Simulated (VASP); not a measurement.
Zn2CdTe3: single point with PBE

Zn2CdTe3:

```
CELL_PARAMETERS angstrom
7.17210 0.00000 0.00000
-3.58605 6.21122 0.00000
0.00000 0.00000 3.93528
ATOMIC_POSITIONS crystal
Zn 0.33333 0.66667 0.00000
Zn 0.66667 0.33333 0.00000
Cd 0.00000 0.00000 0.00000
Te 0.50000 0.00000 0.50000
Te 0.00000 0.50000 0.50000
Te 0.50000 0.50000 0.50000
```

The cell was generated, and may not be a known phase.

| Item | Value |
| --- | --- |
| Program | VASP 6.6.1 |
| Task | single point |
| Functional | PBE |
| Potentials or basis | VASP PAW PBE potentials, release 64 (Zn, Cd, Te) |
| Cutoff | 520 eV |
| k mesh | 6 × 6 × 10 |
| Occupations | gaussian, width 0.1 eV |
| Spin | no spin polarisation |
| Dipole correction | no |
| Further INCAR settings | ALGO = Normal; EDIFF = 1e-06; NBANDS = 36 |

The pressure is 0.0 GPa and the band gap on the k mesh is zero (bands 27 and 28 overlap by 1.09 eV).

Stress tensor (GPa, compression positive):
```
-0.02  0.00  0.00
 0.00 -0.02  0.00
 0.00  0.00  0.07
```

Levels at points of the mesh, in eV from the Fermi level:
```tsv
k point	band 23	band 24	band 25	band 26	band 27	band 28	band 29	band 30	band 31	band 32
(0.00, 0.00, 0.00)	-1.90	-0.19	0.19	0.19	0.28	0.28	0.34	3.64	3.82	3.87
(0.50, 0.00, 0.00)	-2.05	-1.36	-0.73	-0.09	0.27	0.34	1.24	2.36	2.79	3.97
(0.00, 0.00, 0.50)	-2.63	-2.35	-2.35	-0.10	0.83	1.15	1.15	1.52	1.52	1.65
(0.50, 0.00, 0.50)	-2.11	-1.90	-1.18	-1.10	-1.01	0.28	1.07	1.24	3.03	3.18
```

Wall time 2.3 min on 1 thread of AMD EPYC 9R45 96-Core Processor (Zen 5), with other jobs on the host, peak memory 0.42 GiB.

Caveat: spin-orbit coupling is left out, which moves the levels of the heavy elements.
